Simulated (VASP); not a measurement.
Input of a VASP 6.6.1 run:

Contents of INCAR:

```
PREC = Accurate ; ENCUT = 520
EDIFF = 1E-6 ; ISMEAR = -1
SIGMA = 0.1 ; LREAL = F
LASPH = T ; NELM = 60
ALGO = Normal ; ISIF = 2
LWAVE = F ; LCHARG = F
GGA = B5 ; ALDAX = 1.0
AGGAX = 1.0 ; AGGAC = 1.0
ALDAC = 0.0 ; NBANDS = 12
```

The input KPOINTS:

```
regular mesh
0
Gamma
  16 16 16
```

The input POSCAR:

```
La
1.0
    0.0000000000      2.6784903840      2.6784903840
    2.6784903840      0.0000000000      2.6784903840
    2.6784903840      2.6784903840      0.0000000000
La
1
Direct
    0.0000000000      0.0000000000      0.0000000000
```

Potentials or basis: VASP PAW PBE potentials, release 64 (La).

The run is started by

```sh
$ cat potpaw_PBE.64/La/POTCAR > POTCAR
$ mpirun -np 1 vasp_std > vasp.out
```

**Question.** What does it give for the pressure?

**Answer.** 1.0 GPa.

**Question.** Predict the band gap on the k mesh.

**Answer.** Zero (an odd number of electrons rules out a gap without spin polarisation).

Caveat: the PAW data sets were made with another functional, which shifts forces and pressure a little; spin-orbit coupling is left out, which moves the levels of the heavy elements.
